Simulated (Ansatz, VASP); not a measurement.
**One calculation of Ni, two programs**

The input INCAR:

```
ALGO     = Normal         # electronic algorithm
EDIFF    = 1E-6           # SCF threshold, eV
ENCUT    = 520            # plane-wave cutoff, eV
GGA      = PE             # functional
ISIF     = 2              # what is computed and relaxed
ISMEAR   = -1             # smearing method
ISPIN    = 2              # spin polarisation
LASPH    = T              # aspherical terms in the spheres
LCHARG   = T              # write CHGCAR
LELF     = T              # ELF
LMAXMIX  = 4              # l up to which the mixer works
LORBIT   = 11             # projections on sites
LREAL    = F              # projectors in reciprocal space
LVHAR    = T            
LWAVE    = F              # write WAVECAR
MAGMOM   = 1.5            # initial moments
NBANDS   = 15             # bands
NELM     = 150            # most SCF steps
PREC     = Accurate       # precision mode
SIGMA    = 0.08           # smearing width, eV
```

Contents of KPOINTS:

```
k-points
0
Gamma
  18 18 18
```

File POSCAR:

```
Ni
1.0
   -1.4101977278      1.4101977278      1.4101977278
    1.4101977278     -1.4101977278      1.4101977278
    1.4101977278      1.4101977278     -1.4101977278
Ni
1
Direct
    0.0000000000      0.0000000000      0.0000000000
```

Input for Ansatz:

```yaml
crystal:
  lattice:
    - [-1.4101977278, 1.4101977278, 1.4101977278]
    - [1.4101977278, -1.4101977278, 1.4101977278]
    - [1.4101977278, 1.4101977278, -1.4101977278]
  atoms:
    - { symbol: Ni, position: [0.0, 0.0, 0.0], spin: 1.5 }
magnetization:
  spin_polarized: true
kpoints:
  mp_grid: { grid: [18, 18, 18] }
scf:
  occupations: { method: fermi_dirac, width: 0.08 }
hamiltonian:
  xc: pbe
  pseudopotentials: { kind: all_electron, lapw: { basis_error: 0.0005 } }
output:
  forces: true
  stress: true
  eigenvalues: true
```

Change from the starting cell: volume scaled by 1.02.

Alike in both runs: task single point; functional PBE; k mesh 18 × 18 × 18; occupations fermi-dirac, width 0.08 eV; collinear spin.

```csv
,VASP,Ansatz
version,VASP 6.6.1,Ansatz 0.2.0
potentials or method,"VASP PAW PBE potentials, release 64 (Ni), cutoff 520 eV","all-electron LAPW, scalar-relativistic"
```

VASP gave:

```
pressure (GPa)                                                : -3.5
net moment per atom (μB)                                      : 0.56
size of the moment on the site where the two differ most (μB) : 0.57
```

Question: What did Ansatz give for the same quantities?

Answer: Pressure (GPa): -3.6; net moment per atom (μB): 0.57; size of the moment on the site where the two differ most (μB): 0.60.

Site moments also hang on the region over which each program counts them. Ansatz ran all-electron here, and VASP with PAW potentials.
